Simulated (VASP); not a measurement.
Set up this calculation in VASP 6.6.1, as the native input.

```
Task                   : single point
Functional             : LDA
Potentials or basis    : VASP PAW LDA potentials, release 64 (Ge_d)
Cutoff                 : 520 eV
k mesh                 : 14 × 14 × 14
Occupations            : gaussian, width 0.15 eV
Spin                   : no spin polarisation
Dipole correction      : no
Further INCAR settings : ALGO = Normal; EDIFF = 1e-07; NBANDS = 21
```

The structure of Ge lies in POSCAR:

```
Ge
1.0
    0.0000000000      2.8434572514      2.7452228512
    2.8434572514      0.0000000000      2.7452228512
    2.8434572514      2.8434572514      0.0000000000
Ge
2
Direct
    0.5087522293      0.4912477707      0.4912477707
    0.7412477707      0.7587522293      0.7587522293
```

This cell differs from its parent crystal: mode 4 frozen in at -0.049 Å, strain +e along z and -e/2 along x and y -0.0233.

These files were run (other wordings do the same):

INCAR

```
SYSTEM = Ge
PREC = Accurate
ENCUT = 520
EDIFF = 1E-7
ISMEAR = 0
SIGMA = 0.15
LREAL = .FALSE.
LASPH = .TRUE.
NELM = 80
ALGO = Normal
ISIF = 2
LWAVE = .FALSE.
LCHARG = .FALSE.
NBANDS = 21
```

KPOINTS

```
regular mesh
0
G
  14 14 14
  0 0 0
```

Potentials or basis: VASP PAW LDA potentials, release 64 (Ge_d).

Launch:

```sh
$ cat potpaw_LDA.64/Ge_d/POTCAR > POTCAR
$ mpirun -np 1 vasp_std > vasp.out
```

Results of the run:

```yaml
Pressure: 0.5 GPa
Largest_force: 1.114 eV/Å
Band_gap_on_the_k_mesh: zero (band 14 reaches 5.29 eV, above the bottom of band 15 at 4.87 eV)
```

Caveat: the cell differs from its parent crystal (mode 4 frozen in at -0.049 Å, strain +e along z and -e/2 along x and y -0.0233); forces of over 1 eV/Å act on the atoms, so gaps and moduli don't describe the material at rest.

It took 8.2 min on 1 thread of Intel Xeon 6975P-C (shared host), peak memory 0.59 GiB.
